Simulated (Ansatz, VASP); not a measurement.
**Ti: VASP beside Ansatz**

Contents of INCAR:

```
  ALGO = Normal
  EDIFF = 1E-8
  ENCUT = 520
  GGA = PE
  ISIF = 2
  ISMEAR = -1
  LASPH = True
  LCHARG = False
  LEFG = True
  LREAL = False
  LWAVE = False
  NBANDS = 12
  NELM = 100
  PREC = Accurate
  SIGMA = 0.05
```

KPOINTS

```
k-points
0
Gamma
  15 15 15
```

POSCAR

```
Ti
1.0
    0.0000000000      2.0501003171      2.0501003171
    2.0501003171      0.0000000000      2.0501003171
    2.0501003171      2.0501003171      0.0000000000
Ti
1
Direct
    0.0000000000      0.0000000000      0.0000000000
```

Input for Ansatz:

```yaml
crystal:
  lattice:
    - [0.0, 2.0501003171, 2.0501003171]
    - [2.0501003171, 0.0, 2.0501003171]
    - [2.0501003171, 2.0501003171, 0.0]
  atoms:
    - { symbol: Ti, position: [0.0, 0.0, 0.0] }
kpoints:
  mp_grid: { grid: [15, 15, 15] }
scf:
  occupations: { method: fermi_dirac, width: 0.05 }
hamiltonian:
  xc: pbe
  pseudopotentials: { kind: paw }
output:
  forces: true
  stress: true
  eigenvalues: true
  efg: { contact_densities: true }
  write_density: true
  write_potential: true
  elf: true
  volumetric_format: npy
```

Change from the starting cell: volume scaled by 1.03, PAW files.

Alike in both runs: task electric field gradients; functional PBE; k mesh 15 × 15 × 15; occupations fermi-dirac, width 0.05 eV; no spin polarisation.

|  | VASP | Ansatz |
| --- | --- | --- |
| version | VASP 6.6.1 | Ansatz 0.2.0 |
| potentials or method | VASP PAW PBE potentials, release 64 (Ti_sv) | PAW with Ansatz's default frozen-core files, scalar-relativistic |
| plane-wave cutoff (eV) | 520 | 420 |
| valence electrons in the cell | 12 | 12 |

```tsv
	VASP	Ansatz	Ansatz less VASP
pressure (GPa)	0.7	1.0	+0.28
```

The functional is the same, so the differences come from potentials, cutoffs and numerics.
